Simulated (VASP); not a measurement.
Write the native input for VASP 6.6.1 that does the following.

| Property | Result |
| --- | --- |
| Task | single point |
| Functional | PBE |
| Potentials or basis | VASP PAW PBE potentials, release 64 (C, Si) |
| Cutoff | 600 eV |
| k mesh | 16 × 16 × 16 |
| Occupations | gaussian, width 0.02 eV |
| Spin | no spin polarisation |
| Dipole correction | no |
| Further INCAR settings | ALGO = Normal; EDIFF = 1e-06; NBANDS = 11 |

The structure of SiC lies in POSCAR:

```
SiC
1.0
    0.0000000000      1.9624060523      1.9624060523
    1.9624060523      0.0000000000      1.9624060523
    1.9624060523      1.9624060523      0.0000000000
C Si
1 1
Direct
    0.0000000000      0.0000000000      0.0000000000
    0.5000000000      0.5000000000      0.5000000000
```

The input as run:

INCAR

```
SYSTEM = SiC
PREC     = Accurate       ! precision mode
ENCUT    = 600            ! plane-wave cutoff, eV
EDIFF    = 1E-6           ! SCF threshold, eV
ISMEAR   = 0              ! smearing method
SIGMA    = 0.02           ! smearing width, eV
LREAL    = .FALSE.        ! projectors in reciprocal space
LASPH    = .TRUE.         ! aspherical terms in the spheres
NELM     = 120            ! most SCF steps
ALGO     = Normal         ! electronic algorithm
ISIF     = 2              ! what is computed and relaxed
LWAVE    = .FALSE.        ! write WAVECAR
LCHARG   = .FALSE.        ! write CHGCAR
GGA      = PE             ! functional
NBANDS   = 11             ! bands
GGA_COMPAT= .FALSE.
```

KPOINTS

```
Automatic mesh
0
G
  16 16 16
  0 0 0
```

Potentials or basis: VASP PAW PBE potentials, release 64 (C, Si).

Run with:

```sh
$ cat potpaw_PBE.64/C/POTCAR potpaw_PBE.64/Si/POTCAR > POTCAR
$ mpirun -np 1 vasp_std > vasp.out
```

It gave:

```
Pressure               : 29.9 GPa
Band gap on the k mesh : zero (bands 4 and 5 overlap by 0.34 eV)
```

Caveat: the cell stands under pressure; semilocal functionals underestimate gaps, so a narrow gap can read as zero.

Run time: 16 s on 1 thread of Intel(R) Xeon(R) Platinum 8259CL CPU @ 2.50GHz (Skylake/Cascade Lake) (shared host), peak memory 0.15 GiB.
